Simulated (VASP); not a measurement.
# MoS2 in VASP: single point with PBEsol

Aim: the single point of MoS2 with PBEsol.

Program: VASP 6.6.1. These are calculated values, not measurements. Logs are shortened: lines on timing, memory, paths and dates and some standing lists are left out, and cuts for length are marked.

### Step 1. The cell of the first run

The cell holds a slab with vacuum, 15 atoms: a = 3.120 Å, b = 6.347 Å, c = 27.006 Å, α = 90.00°, β = 90.00°, γ = 104.23°.

### Step 2. Single point, PBEsol

File INCAR:

```
SYSTEM = MoS2
PREC = Accurate ; ENCUT = 520
EDIFF = 1E-6 ; ISMEAR = -1
SIGMA = 0.025 ; LREAL = Auto
LASPH = .True. ; NELM = 100
ALGO = Fast ; ISIF = 2
LWAVE = .False. ; LCHARG = .False.
LDIPOL = .True. ; IDIPOL = 3
DIPOL = 0.5 0.5 0.500 ; GGA = PS
NBANDS = 78 ; ISYM = 0
```

File KPOINTS:

```
regular mesh
0
Gamma
  11 6 1
  0 0 0
```

File POSCAR:

```
MoS2
1.0
    3.1204069007      0.0000000000      0.0000000000
   -1.5602034504      6.1523257965      0.0000000000
    0.0000000000      0.0000000000     27.0062408585
S Mo
10 5
Direct
    0.8927216589      0.7854433177      0.2777135863
    0.1715891271      0.3431782541      0.3263439079
    0.4248770518      0.8497541037      0.3766992127
    0.7037445200      0.4074890401      0.4253295344
    0.9570324448      0.9140648896      0.4756848392
    0.2358999130      0.4717998260      0.5243151608
    0.4891878378      0.9783756755      0.5746704656
    0.7680553060      0.5361106119      0.6233007873
    0.0213432307      0.0426864615      0.6736560921
    0.3002106989      0.6004213979      0.7222864137
    0.5321553930      0.0643107859      0.3020287471
    0.0643107859      0.1286215719      0.4010143735
    0.5964661789      0.1929323578      0.5000000000
    0.1286215719      0.2572431437      0.5989856265
    0.6607769648      0.3215539297      0.6979712529
```

Potentials or basis: VASP PAW PBE potentials, release 64 (S, Mo_sv).

The run is started by

```bash
> cat potpaw_PBE.64/S/POTCAR potpaw_PBE.64/Mo_sv/POTCAR > POTCAR
> mpirun -np 1 vasp_std > vasp.out
```

OUTCAR:

```text
SYSTEM = MoS2
   PREC = Accurate
   ENCUT = 520
   EDIFF = 1E-6
   ISMEAR = -1
   LREAL = Auto
   LASPH = .True.
   NELM = 100
   ISIF = 2
   GGA = PS
   ISYM = 0

 ion  position               nearest neighbor table
   1  0.893  0.785  0.278-  11 2.41  11 2.41
   2  0.172  0.343  0.326-  12 2.41  11 2.41  11 2.41
   3  0.425  0.850  0.377-  11 2.41  12 2.41  12 2.41
   4  0.704  0.407  0.425-  13 2.41  12 2.41  12 2.41
   5  0.957  0.914  0.476-  13 2.41  13 2.41  12 2.41
   6  0.236  0.472  0.524-  13 2.41  13 2.41  14 2.41
   7  0.489  0.978  0.575-  13 2.41  14 2.41  14 2.41
   8  0.768  0.536  0.623-  15 2.41  14 2.41  14 2.41
   9  0.021  0.043  0.674-  14 2.41  15 2.41  15 2.41
  10  0.300  0.600  0.722-  15 2.41  15 2.41
  11  0.532  0.064  0.302-   3 2.41   2 2.41   1 2.41   2 2.41   1 2.41  12 3.12  12 3.12
  12  0.064  0.129  0.401-   2 2.41   3 2.41   3 2.41   4 2.41   4 2.41   5 2.41  11 3.12  11 3.12
                            13 3.12  13 3.12
  13  0.596  0.193  0.500-   5 2.41   6 2.41   5 2.41   6 2.41   7 2.41   4 2.41  12 3.12  14 3.12
                            14 3.12  12 3.12
  14  0.129  0.257  0.599-   9 2.41   8 2.41   8 2.41   7 2.41   7 2.41   6 2.41  15 3.12  15 3.12
                            13 3.12  13 3.12
  15  0.661  0.322  0.698-   8 2.41   9 2.41  10 2.41   9 2.41  10 2.41  14 3.12  14 3.12

IMPORTANT INFORMATION: All symmetrisations will be switched off!
NOSYMM: (Re-)initialisation of all symmetry stuff for point group C_1.

----------------------------------------------------------------------------------------

                                     Primitive cell

  volume of cell :     518.4593

  direct lattice vectors                    reciprocal lattice vectors
     3.120406901  0.000000000  0.000000000     0.320471026  0.081270078  0.000000000
    -1.560203450  6.152325797  0.000000000     0.000000000  0.162540157  0.000000000
     0.000000000  0.000000000 27.006240859     0.000000000  0.000000000  0.037028478

  length of vectors
     3.120406901  6.347073933 27.006240859     0.330615341  0.162540157  0.037028478

  position of ions in fractional coordinates (direct lattice)
     0.892721659  0.785443318  0.277713586
     0.171589127  0.343178254  0.326343908
     0.424877052  0.849754104  0.376699213
     0.703744520  0.407489040  0.425329534
     0.957032445  0.914064890  0.475684839
     0.235899913  0.471799826  0.524315161
     0.489187838  0.978375675  0.574670466
     0.768055306  0.536110612  0.623300787
     0.021343231  0.042686461  0.673656092
     0.300210699  0.600421398  0.722286414
     0.532155393  0.064310786  0.302028747
     0.064310786  0.128621572  0.401014373
     0.596466179  0.192932358  0.500000000
     0.128621572  0.257243144  0.598985627
     0.660776965  0.321553930  0.697971253

  ion indices of the primitive-cell ions
   primitive index   ion index
                 1           1
                 2           2
                 3           3
                 4           4
                 5           5
                 6           6
                 7           7
                 8           8
                 9           9
                10          10
                11          11
                12          12
                13          13
                14          14
                15          15

----------------------------------------------------------------------------------------

 KPOINTS: regular mesh

Automatic generation of k-mesh.
 Grid dimensions read from file:
 generate k-points for:   11    6    1

 Generating k-lattice:

  Cartesian coordinates                     Fractional coordinates (reciprocal lattice)
     0.029133730  0.007388189  0.000000000     0.090909091  0.000000000  0.000000000
     0.000000000  0.027090026  0.000000000     0.000000000  0.166666667  0.000000000
     0.000000000  0.000000000  0.037028478     0.000000000  0.000000000  1.000000000

  Length of vectors
     0.030055940  0.027090026  0.037028478

  Shift w.r.t. Gamma in fractional coordinates (k-lattice)
     0.000000000  0.000000000  0.000000000

[... 18 lines left out ...]

 WARNING: IBZKPT: internal override: KBLOWUP is changed to .FALSE.
      ... skipping the blow-up phase ...

 Subroutine IBZKPT returns following result:
 ===========================================

 Found     34 irreducible k-points:

 Following reciprocal coordinates:
            Coordinates               Weight
  0.000000  0.000000  0.000000      1.000000
  0.090909  0.000000  0.000000      2.000000
  0.181818  0.000000  0.000000      2.000000
  0.272727 -0.000000  0.000000      2.000000
  0.363636 -0.000000  0.000000      2.000000
  0.454545  0.000000  0.000000      2.000000
[... 16 lines left out ...]
  0.454545  0.333333  0.000000      2.000000
 -0.454545  0.333333  0.000000      2.000000
 [... further k-points ...]
   k-points           NKPTS =     34   k-points in BZ     NKDIM =     34   number of bands    NBANDS=     78
   number of dos      NEDOS =    301   number of ions     NIONS =     15
   total plane-waves  NPLWV = 241920
   dimension x,y,z NGX =    24 NGY =   48 NGZ =  210
   dimension x,y,z NGXF=    48 NGYF=   96 NGZF=  420
   ions per type =              10   5
   NGX,Y,Z   is equivalent  to a cutoff of  12.79, 12.57, 12.93 a.u.
   NGXF,Y,Z  is equivalent  to a cutoff of  25.57, 25.14, 25.85 a.u.
 SYSTEM =  MoS2
   PREC   = accura    normal or accurate (medium, high low for compatibility)
   ISTART =      0    job   : 0-new  1-cont  2-samecut
   ICHARG =      2    charge: 1-file 2-atom 10-const
   ISPIN  =      1    spin polarized calculation?
   LNONCOLLINEAR =      F non collinear calculations
   LSORBIT =      F    spin-orbit coupling
   LASPH  =      T    aspherical Exc in radial PAW
   ENCUT  =  520.0 eV  38.22 Ry    6.18 a.u.   5.80 11.80 50.21*2*pi/ulx,y,z
   NELM   =    100;   NELMIN=  2; NELMDL= -5     # of ELM steps
   EDIFF  = 0.1E-05   stopping-criterion for ELM
   LREAL  =      T    real-space projection
   EDIFFG = 0.1E-04   stopping-criterion for IOM
   NSW    =      0    number of steps for IOM
   IBRION =     -1    ionic relax: 0-MD 1-quasi-New 2-CG
   NFREE  =      0    steps in history (QN), initial steepest desc. (CG)
   ISIF   =      2    stress and relaxation
   ISYM   =      0    0-nonsym 1-usesym 2-fastsym
   POTIM  = 0.5000    time-step for ionic-motion
   TEBEG  =    0.0;   TEEND  =   0.0 temperature during run
   PSTRESS=    0.0 pullay stress
   NELECT =     130.0000    total number of electrons
   NUPDOWN=      -1.0000    fix difference up-down
   EMIN   =  10.00;   EMAX   =-10.00  energy-range for DOS
   EFERMI =   0.00;   METHOD = LEGACY
   ISMEAR =    -1;   SIGMA  =   0.03  broadening in eV -4-tet -1-fermi 0-gaus
   EFERMI_NEDOS =   21; number of points for ismear=-14 and -15
   IALGO  =     68    algorithm
   IMIX   =      4    mixing-type and parameters
     AMIX     =   0.40;   BMIX     =  1.00
     AMIX_MAG =   1.60;   BMIX_MAG =  1.00
  volume/ion in A,a.u.               =      34.56       233.25
  Fermi-wavevector in a.u.,A,eV,Ry     =   1.032328  1.950817 14.499744  1.065701
  Thomas-Fermi vector in A             =   2.166520
   LORBIT       =      0    0 simple, 1 ext, 2 COOP (PROOUT), +10 PAW based schemes
   GGA     = PS    functional components
   LHFCALC =     F    Hartree Fock is set to
   AEXX    =    0.0000 exact exchange contribution
   IVDW    =     0    specifies the selected vdW correction
   LEPSILON=     F    determine dielectric tensor
   LRPA    =     F    only Hartree local field effects (RPA)
 non-spin polarized calculation
 RMM-DIIS sequential band-by-band and
  energy-cutoff  :      520.00
  volume of cell :      518.46
 maximum number of plane-waves:     14007
   NGX = 11   NGY = 23   NGZ =101

 dipolmoment           0.000000      0.000000      0.000010 electrons x Angstroem

 number of electron     129.9999998 magnetization

 dipolmoment           0.000000      0.000000     -0.000012 electrons x Angstroem

 Free energy of the ion-electron system (eV)
  ---------------------------------------------------
  ext. energy  EPLUGINS =         0.00000000
  ---------------------------------------------------
  free energy    TOTEN  =      -110.30766761 eV

  energy without entropy =     -110.28482060  energy(sigma->0) =     -110.29624410

 E-fermi :   1.5616     XC(G=0):  -6.1696

 val. band max:        1.5572536607   @ k =   0.3636   0.3333   0.0000
 cond. band min:       1.5695217144   @ k =   0.0909   0.5000   0.0000
 fundamental gap:      0.0122680537
 Fermi energy:         1.5616053748

 k-point     1 :       0.0000    0.0000    0.0000
  band No.  band energies     occupation
      1     -60.0595      2.00000
      2     -60.0595      2.00000
      3     -59.9855      2.00000
      4     -59.8804      2.00000
      5     -59.8775      2.00000
      6     -34.3531      2.00000
[... 1909 lines left out ...]
     76       3.5419      0.00000
     77       3.5703      0.00000

 [... further k-points ...]

 [bands above 77 left out]

------------------------ aborting loop because EDIFF is reached ----------------------------------------

 vacuum level on the upper side and lower side of the slab       (xc-potential included)        -0.112        -0.116

  FORCE on cell =-STRESS in cart. coord.  units (eV):
  Direction    XX          YY          ZZ          XY          YZ          ZX
  --------------------------------------------------------------------------------------
  -------------------------------------------------------------------------------------
  Total       -3.2505352     -7.0488411     -5.8935412      0.0039944      1.4698041     -0.0006988
  in kB      -10.0450189    -21.7827953    -18.2126111      0.0123437      4.5420858     -0.0021596
  external PRESSURE =     -16.6801418 kB  Pullay stress =       0.0000000 kB

 VOLUME and BASIS-vectors are now :
 -----------------------------------------------------------------------------
  energy-cutoff  :      520.00
  volume of cell :      518.46
      direct lattice vectors                 reciprocal lattice vectors
     3.120406901  0.000000000  0.000000000     0.320471026  0.081270078  0.000000000
    -1.560203450  6.152325797  0.000000000     0.000000000  0.162540157  0.000000000
     0.000000000  0.000000000 27.006240859     0.000000000  0.000000000  0.037028478

 POSITION                                       TOTAL-FORCE (eV/Angst)
 -----------------------------------------------------------------------------------
      1.56020      4.83230      7.50000        -0.000401      1.587040     -0.498121
      0.00000      2.11134      8.81332        -0.000537      0.235820     -0.996900
     -0.00000      5.22796     10.17323         0.000339      0.671586     -1.135993
      1.56020      2.50701     11.48655         0.000523     -0.041181     -0.067164
      1.56020      5.62362     12.84646        -0.000896      0.172552     -0.137081
     -0.00000      2.90267     14.15978        -0.000774     -0.173226      0.134439
      0.00000      6.01929     15.51969        -0.000650      0.040871      0.065870
      1.56020      3.29833     16.83301         0.000949     -0.672377      1.136742
     -0.00000      0.26262     18.19292        -0.000395     -0.236429      0.998611
     -0.00000      3.69399     19.50624         0.000460     -1.586895      0.498213
      1.56020      0.39566      8.15666         0.000175     -2.528865      2.817496
     -0.00000      0.79132     10.82989        -0.000444     -0.043921     -0.184602
      1.56020      1.18698     13.50312         0.000709      0.001418      0.000327
      0.00000      1.58264     16.17635         0.000238      0.043674      0.185647
      1.56020      1.97830     18.84958         0.000706      2.529932     -2.817483
 -----------------------------------------------------------------------------------
    total drift:                               -0.002713     -0.002067     -0.004156

  FREE ENERGIE OF THE ION-ELECTRON SYSTEM (eV)
  ---------------------------------------------------
  free  energy   TOTEN  =      -110.3076676062 eV

  energy  without entropy=     -110.2848206035  energy(sigma->0) =     -110.29624410

 vacuum level on the upper side and lower side of the slab         6.342         6.338
```

Wall time 65 min (1 thread of Oxide Virtual Turin-like, shared host); peak memory 1 GiB.

Results:

```yaml
Free_energy: -110.3077 eV
Largest_force: 3.787 eV/Å
Band_gap_on_the_k_mesh: zero (bands 65 and 66 overlap by 0.41 eV)
```

Forces on the atoms (eV/Å):
```
S    0.000  1.587 -0.498
S   -0.001  0.236 -0.997
S    0.000  0.672 -1.136
S    0.001 -0.041 -0.067
S   -0.001  0.173 -0.137
S   -0.001 -0.173  0.134
S   -0.001  0.041  0.066
S    0.001 -0.672  1.137
S    0.000 -0.236  0.999
S    0.000 -1.587  0.498
Mo   0.000 -2.529  2.817
Mo   0.000 -0.044 -0.185
Mo   0.001  0.001  0.000
Mo   0.000  0.044  0.186
Mo   0.001  2.530 -2.817
```

Caveat: the PAW data sets were made with another functional, which shifts forces and pressure a little.
